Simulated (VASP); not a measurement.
A run of VASP 6.6.1 is set up as follows.

Contents of INCAR:

```
PREC     = Accurate       # precision mode
ENCUT    = 520            # plane-wave cutoff, eV
EDIFF    = 1E-7           # SCF threshold, eV
ISMEAR   = 0              # smearing method
SIGMA    = 0.05           # smearing width, eV
LREAL    = False          # projectors in reciprocal space
LASPH    = True           # aspherical terms in the spheres
NELM     = 100            # most SCF steps
ALGO     = Normal         # electronic algorithm
ISIF     = 2              # what is computed and relaxed
LWAVE    = False          # write WAVECAR
LCHARG   = True           # write CHGCAR
GGA      = PS             # functional
LELF     = True           # ELF
LVHAR    = True         
NBANDS   = 16             # bands
```

The input KPOINTS:

```
regular mesh
0
Gamma
  9 9 6
```

The input POSCAR:

```
AlN
1.0
    3.3808000000      0.0000000000      0.0000000000
   -1.6904000000      2.9278586851      0.0000000000
    0.0000000000      0.0000000000      4.1826000000
Al N
2 2
Direct
    0.3333333333      0.6666666667      0.7500000000
    0.6666666667      0.3333333333      0.2500000000
    0.3333333333      0.6666666667      0.2500000000
    0.6666666667      0.3333333333      0.7500000000
```

Potentials or basis: VASP PAW PBE potentials, release 64 (Al, N).

Launch:

```sh
$ cat potpaw_PBE.64/Al/POTCAR potpaw_PBE.64/N/POTCAR > POTCAR
$ mpirun -np 1 vasp_std > vasp.out
```

(1) Estimate the pressure.

(2) What does it give for the band gap on the k mesh?

Answers

(1) -11.4 GPa.

(2) 2.96 eV, direct.

Caveat: the PAW data sets were made with another functional, which shifts forces and pressure a little.
